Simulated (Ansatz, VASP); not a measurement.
**One calculation of C, two programs**

```
C
1.0
     2.45889    0.00000    0.00000
    -1.22944    2.12946    0.00000
     0.00000    0.00000   29.75926
C
8
Direct
  0.00000 0.00000 0.25202
  0.66667 0.33333 0.25203
  0.66667 0.33333 0.37374
  0.33333 0.66667 0.37375
  0.33333 0.66667 0.62626
  0.66667 0.33333 0.62625
  0.33333 0.66667 0.74797
  0.00000 0.00000 0.74798
```

Alike in both runs: functional PBEsol; k mesh 15 × 15 × 1; occupations gaussian, width 0.1 eV; no spin polarisation.

Ansatz relaxed the structure, and its values are those at the end. VASP's run is a single point on that final structure, the one shown.

|  | VASP | Ansatz |
| --- | --- | --- |
| version | VASP 6.6.1 | Ansatz 0.2.0 |
| potentials or method | VASP PAW PBE potentials, release 64 (C), cutoff 520 eV | scalar-relativistic, plane waves, PAW |
| valence electrons in the cell | 32 | 32 |

|  | VASP | Ansatz | Ansatz less VASP |
| --- | --- | --- | --- |
| gap on the k mesh at the Fermi level (eV) | none | none | - |
| work function, face that differs most (eV) | 4.32 | 4.32 | +0.002 |

VASP's potentials were made for PBE, not for PBEsol. A gap of «none» marks a metal or a gap that the smearing closes. The functional is the same, so the differences come from potentials, cutoffs and numerics.
